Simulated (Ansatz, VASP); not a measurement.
One calculation of In3Sb, two programs

INCAR

```
SYSTEM = In3Sb
PREC     = Accurate       ! precision mode
ENCUT    = 520            ! plane-wave cutoff, eV
EDIFF    = 1E-6           ! SCF threshold, eV
ISMEAR   = 0              ! smearing method
SIGMA    = 0.4            ! smearing width, eV
LREAL    = .False.        ! projectors in reciprocal space
LASPH    = .True.         ! aspherical terms in the spheres
NELM     = 60             ! most SCF steps
ALGO     = Normal         ! electronic algorithm
ISIF     = 2              ! what is computed and relaxed
LWAVE    = .False.        ! write WAVECAR
LCHARG   = .False.        ! write CHGCAR
GGA      = PS             ! functional
NBANDS   = 30             ! bands
```

KPOINTS

```
regular mesh
0
Gamma
  5 5 5
  0 0 0
```

The input POSCAR:

```
In3Sb
1.0
    4.8369620000      0.0000000000      0.0000000000
    0.0000000000      4.8369620000      0.0000000000
    0.0000000000      0.0000000000      4.8369620000
In Sb
3 1
Direct
    0.5000000000      0.5000000000      0.0000000000
    0.5000000000      0.0000000000      0.5000000000
    0.0000000000      0.5000000000      0.5000000000
    0.0000000000      0.0000000000      0.0000000000
```

Input for Ansatz:

```yaml
crystal:
  lattice:
    - [4.836962, 0.0, 0.0]
    - [0.0, 4.836962, 0.0]
    - [0.0, 0.0, 4.836962]
  atoms:
    - { symbol: In, position: [0.5, 0.5, 0.0] }
    - { symbol: In, position: [0.5, 0.0, 0.5] }
    - { symbol: In, position: [0.0, 0.5, 0.5] }
    - { symbol: Sb, position: [0.0, 0.0, 0.0] }
basis:
  ecutwfc: 420
kpoints:
  mp_grid: { grid: [5, 5, 5] }
hamiltonian:
  xc: pbesol
scf:
  occupations: { method: gaussian, width: 0.4 }
output:
  forces: true
  stress: true
  eigenvalues: true
```

Alike in both runs: task single point; functional PBEsol; k mesh 5 × 5 × 5; occupations gaussian, width 0.4 eV; no spin polarisation.

```csv
,VASP,Ansatz
version,VASP 6.6.1,Ansatz 0.2.0
potentials or method,"VASP PAW PBE potentials, release 64 (In_d, Sb), cutoff 520 eV","scalar-relativistic, plane waves, PAW"
valence electrons in the cell,44,54
```

```tsv
	VASP	Ansatz	Ansatz less VASP
gap on the k mesh at the Fermi level (eV)	none	none	-
pressure (GPa)	-2.3	-2.3	+0.05
```

VASP's potentials were made for PBE, not for PBEsol. A gap of «none» marks a metal or a gap that the smearing closes. With one functional, cell and mesh, what is left measures potentials, basis and numerics. VASP's potentials hold 44 valence electrons a cell and Ansatz's 54, so a difference there can come from the potentials and not from the codes.

Spin-orbit coupling is off throughout.
